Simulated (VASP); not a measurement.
KNbO3, 5 atoms in the cell. It takes space group P4mm (No. 99, tetragonal). The conventional cell has a = 4.013 Å, b = 4.013 Å, c = 4.110 Å, α = 90.00°, β = 90.00°, γ = 90.00°. Within 3.7 Å of K (site symmetry 4mm) lie 12 O at 2.80 to 2.95 Å and 8 Nb at 3.47 to 3.54 Å. Within 2.5 Å of Nb (site symmetry 4mm) lie 6 O at 1.88 to 2.23 Å. O (site symmetry 2mm) has 2 Nb at 2.01 Å and 4 K at 2.80 to 2.95 Å and 8 O at 2.84 to 2.88 Å within 3.0 Å. O (site symmetry 4mm) has 2 Nb at 1.88 to 2.23 Å within 2.5 Å. 

- Program: VASP 6.6.1
- Task: single point
- Functional: PBE
- Dispersion: D3(BJ)
- Potentials or basis: VASP PAW PBE potentials, release 64 (K_sv, Nb_sv, O)
- Cutoff: 600 eV
- k mesh: 4 × 4 × 4
- Occupations: gaussian, width 0.1 eV
- Spin: no spin polarisation
- Dipole correction: no
- Further INCAR settings: ALGO = Normal; EDIFF = 1e-06; NBANDS = 28

Potentials or basis: VASP PAW PBE potentials, release 64 (K_sv, Nb_sv, O).

Command:

```console
$ cat potpaw_PBE.64/K_sv/POTCAR potpaw_PBE.64/Nb_sv/POTCAR potpaw_PBE.64/O/POTCAR > POTCAR
$ mpirun -np 1 vasp_std > vasp.out
```

Hardware: 1 thread of Intel(R) Xeon(R) Platinum 8259CL CPU @ 2.50GHz (Skylake/Cascade Lake) (shared host).

Task: How long does it take, and how much memory?

Result: Wall time 32 s on 1 thread of Intel(R) Xeon(R) Platinum 8259CL CPU @ 2.50GHz (Skylake/Cascade Lake), on a shared host, peak memory 0.21 GiB. Counts: scf iterations 15, k points 18.
